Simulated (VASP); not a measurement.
# AlIn3As4 in VASP: notebook

Runs on AlIn3As4. Level: PBE. Tasks: single point.

Everything below comes from runs of VASP 6.6.1. Logs are shortened: lines on timing, memory, paths and dates and some standing lists are left out, and cuts for length are marked.

### 1 The cell of the first run

Symmetry: I-42m, No. 121, tetragonal system. Conventional cell: a = 6.064 Å, b = 6.064 Å, c = 12.119 Å, α = 90.00°, β = 90.00°, γ = 90.00°. Al (site symmetry -42m) has 4 As at 2.49 Å within 3.3 Å. Within 3.5 Å of In (site symmetry -4) lie 4 As at 2.67 Å. In (site symmetry -42m) has 4 As at 2.68 Å within 3.5 Å. As (site symmetry m) has 1 Al at 2.49 Å and 3 In at 2.67 to 2.68 Å within 3.3 Å.

### 2 Single point, PBE

The input, INCAR:

```
SYSTEM = AlIn3As4
PREC = Accurate
ENCUT = 520
EDIFF = 1E-6
ISMEAR = 0
SIGMA = 0.1
LREAL = .FALSE.
LASPH = .TRUE.
NELM = 60
ALGO = Normal
ISIF = 2
LWAVE = .FALSE.
LCHARG = .TRUE.
GGA = PE
LELF = .TRUE.
LVHAR = .TRUE.
NBANDS = 41
```

The input, KPOINTS:

```
regular mesh
0
G
  4 4 4
  0 0 0
```

The input, POSCAR:

```
AlIn3As4
1.0
   -3.0322460000      3.0322460000      6.0593820000
    3.0322460000     -3.0322460000      6.0593820000
    3.0322460000      3.0322460000     -6.0593820000
Al In As
1 3 4
Direct
    0.0000000000      0.0000000000      0.0000000000
    0.2500000000      0.7500000000      0.5000000000
    0.5000000000      0.5000000000      0.0000000000
    0.7500000000      0.2500000000      0.5000000000
    0.1171520000      0.1171520000      0.4734450000
    0.3562930000      0.8828480000      0.0000000000
    0.6437070000      0.6437070000      0.5265550000
    0.8828480000      0.3562930000      0.0000000000
```

Potentials or basis: VASP PAW PBE potentials, release 64 (Al, In_d, As).

Started as:

```sh
cat potpaw_PBE.64/Al/POTCAR potpaw_PBE.64/In_d/POTCAR potpaw_PBE.64/As/POTCAR > POTCAR
mpirun -np 1 vasp_std > vasp.out
```

OUTCAR:

```text
SYSTEM = AlIn3As4
   PREC = Accurate
   ENCUT = 520
   EDIFF = 1E-6
   ISMEAR = 0
   LREAL = .FALSE.
   LASPH = .TRUE.
   NELM = 60
   ISIF = 2
   GGA = PE

 ion  position               nearest neighbor table
   1  0.000  0.000  0.000-   5 2.49   6 2.49   7 2.49   8 2.49
   2  0.250  0.750  0.500-   5 2.67   6 2.67   7 2.67   8 2.67
   3  0.500  0.500  0.000-   7 2.68   6 2.68   8 2.68   5 2.68
   4  0.750  0.250  0.500-   5 2.67   7 2.67   8 2.67   6 2.67
   5  0.117  0.117  0.473-   1 2.49   2 2.67   4 2.67   3 2.68
   6  0.356  0.883  0.000-   1 2.49   4 2.67   2 2.67   3 2.68
   7  0.644  0.644  0.527-   1 2.49   2 2.67   4 2.67   3 2.68
   8  0.883  0.356  0.000-   1 2.49   2 2.67   4 2.67   3 2.68

  LATTYP: Found a body centered tetragonal cell.
 ALAT       =     6.0644920000
 C/A-ratio  =     1.9983147805

  Lattice vectors:

 A1 = (  -3.0322460000,   3.0322460000,   6.0593820000)
 A2 = (   3.0322460000,  -3.0322460000,   6.0593820000)
 A3 = (   3.0322460000,   3.0322460000,  -6.0593820000)

Analysis of symmetry for initial positions (statically):
=====================================================================
 Subroutine PRICEL returns:
 Original cell was already a primitive cell.

 Routine SETGRP: Setting up the symmetry group for a
 body centered tetragonal supercell.

 Subroutine GETGRP returns: Found  8 space group operations
 (whereof  8 operations were pure point group operations)
 out of a pool of 16 trial point group operations.

The static configuration has the point symmetry D_2d.

Analysis of symmetry for dynamics (positions and initial velocities):
=====================================================================
 Subroutine PRICEL returns:
 Original cell was already a primitive cell.

 Routine SETGRP: Setting up the symmetry group for a
 body centered tetragonal supercell.

 Subroutine GETGRP returns: Found  8 space group operations
 (whereof  8 operations were pure point group operations)
 out of a pool of 16 trial point group operations.

The dynamic configuration has the point symmetry D_2d.

 Subroutine INISYM returns: Found  8 space group operations
 (whereof  8 operations are pure point group operations),
 and found     1 'primitive' translations

----------------------------------------------------------------------------------------

                                     Primitive cell

  volume of cell :     222.8523

[... 93 lines left out ...]
   NFREE  =      0    steps in history (QN), initial steepest desc. (CG)
   ISIF   =      2    stress and relaxation
   ISYM   =      2    0-nonsym 1-usesym 2-fastsym
   POTIM  = 0.5000    time-step for ionic-motion
   TEBEG  =    0.0;   TEEND  =   0.0 temperature during run
   PSTRESS=    0.0 pullay stress
   NELECT =      62.0000    total number of electrons
   NUPDOWN=      -1.0000    fix difference up-down
   EMIN   =  10.00;   EMAX   =-10.00  energy-range for DOS
   EFERMI =   0.00;   METHOD = LEGACY
   ISMEAR =     0;   SIGMA  =   0.10  broadening in eV -4-tet -1-fermi 0-gaus
   EFERMI_NEDOS =   21; number of points for ismear=-14 and -15
   IALGO  =     38    algorithm
   IMIX   =      4    mixing-type and parameters
     AMIX     =   0.40;   BMIX     =  1.00
     AMIX_MAG =   1.60;   BMIX_MAG =  1.00
  volume/ion in A,a.u.               =      27.86       187.99
  Fermi-wavevector in a.u.,A,eV,Ry     =   1.068726  2.019599 15.540235  1.142175
  Thomas-Fermi vector in A             =   2.204383
   LORBIT       =      0    0 simple, 1 ext, 2 COOP (PROOUT), +10 PAW based schemes
   GGA     = PE    functional components
   LHFCALC =     F    Hartree Fock is set to
   AEXX    =    0.0000 exact exchange contribution
   IVDW    =     0    specifies the selected vdW correction
   LEPSILON=     F    determine dielectric tensor
   LRPA    =     F    only Hartree local field effects (RPA)
 non-spin polarized calculation
 Gauss-broadening in eV      SIGMA  =   0.10
  energy-cutoff  :      520.00
  volume of cell :      222.85
 maximum number of plane-waves:      6030
   NGX = 27   NGY = 27   NGZ = 27

 number of electron      62.0000011 magnetization

 Free energy of the ion-electron system (eV)
  ---------------------------------------------------
  ext. energy  EPLUGINS =         0.00000000
  ---------------------------------------------------
  free energy    TOTEN  =       -32.48745454 eV

  energy without entropy =      -32.48477949  energy(sigma->0) =      -32.48611701

 E-fermi :   3.8776     XC(G=0):  -8.8634

 val. band max:        3.8479127856   @ k =   0.0000   0.0000   0.0000
 cond. band min:       4.8352893483   @ k =   0.5000   0.5000   0.0000
 fundamental gap:      0.9873765627
 Fermi energy:         3.8776034153

 k-point     1 :       0.0000    0.0000    0.0000
  band No.  band energies     occupation
      1     -10.4671      2.00000
      2     -10.4553      2.00000
      3     -10.4553      2.00000
      4     -10.3521      2.00000
      5     -10.3441      2.00000
      6     -10.3441      2.00000
[... 561 lines left out ...]
     40       9.9327      0.00000
     41       9.9338      0.00000

------------------------ aborting loop because EDIFF is reached ----------------------------------------

  FORCE on cell =-STRESS in cart. coord.  units (eV):
  Direction    XX          YY          ZZ          XY          YZ          ZX
  --------------------------------------------------------------------------------------
  -------------------------------------------------------------------------------------
  Total        0.1701763      0.1701763      0.1659645      0.0000000      0.0000000      0.0000000
  in kB        1.2234676      1.2234676      1.1931873      0.0000000      0.0000000      0.0000000
  external PRESSURE =       1.2133741 kB  Pullay stress =       0.0000000 kB

 VOLUME and BASIS-vectors are now :
 -----------------------------------------------------------------------------
  energy-cutoff  :      520.00
  volume of cell :      222.85
      direct lattice vectors                 reciprocal lattice vectors
    -3.032246000  3.032246000  6.059382000     0.000000000  0.164894273  0.082516666
     3.032246000 -3.032246000  6.059382000     0.164894273  0.000000000  0.082516666
     3.032246000  3.032246000 -6.059382000     0.164894273  0.164894273  0.000000000

 POSITION                                       TOTAL-FORCE (eV/Angst)
 -----------------------------------------------------------------------------------
      0.00000      0.00000      0.00000        -0.000000      0.000000      0.000000
      3.03225      0.00000      3.02969         0.000000      0.000000      0.000000
      0.00000      0.00000      6.05938        -0.000000      0.000000      0.000000
      0.00000      3.03225      3.02969        -0.000000      0.000000      0.000000
      1.43560      1.43560     -1.44905         0.001455      0.001455     -0.003011
      1.59664     -1.59664      7.50843        -0.001455      0.001455      0.003011
      1.59664      1.59664      4.61034        -0.001455     -0.001455     -0.003011
     -1.59664      1.59664      7.50843         0.001455     -0.001455      0.003011
 -----------------------------------------------------------------------------------
    total drift:                                0.000001      0.000001      0.000001

  FREE ENERGIE OF THE ION-ELECTRON SYSTEM (eV)
  ---------------------------------------------------
  free  energy   TOTEN  =       -32.4874545381 eV

  energy  without entropy=      -32.4847794885  energy(sigma->0) =      -32.48611701
```

Wall time 1.9 min (1 thread of Intel Xeon Platinum 8559C (Emerald Rapids), shared host); peak memory 0.47 GiB.

What came out:

```
Free energy   : -32.4875 eV
Pressure      : 0.1 GPa
Largest force : 0.004 eV/Å
```

Forces on the atoms (eV/Å):
```
Al   0.000  0.000  0.000
In   0.000  0.000  0.000
In   0.000  0.000  0.000
In   0.000  0.000  0.000
As   0.001  0.001 -0.003
As  -0.001  0.001  0.003
As  -0.001 -0.001 -0.003
As   0.001 -0.001  0.003
```

Caveat: the k points lie up to 0.37 Å⁻¹ apart; spin-orbit coupling is left out, which moves the levels of the heavy elements.

(Part 1 of 2 ends here.)
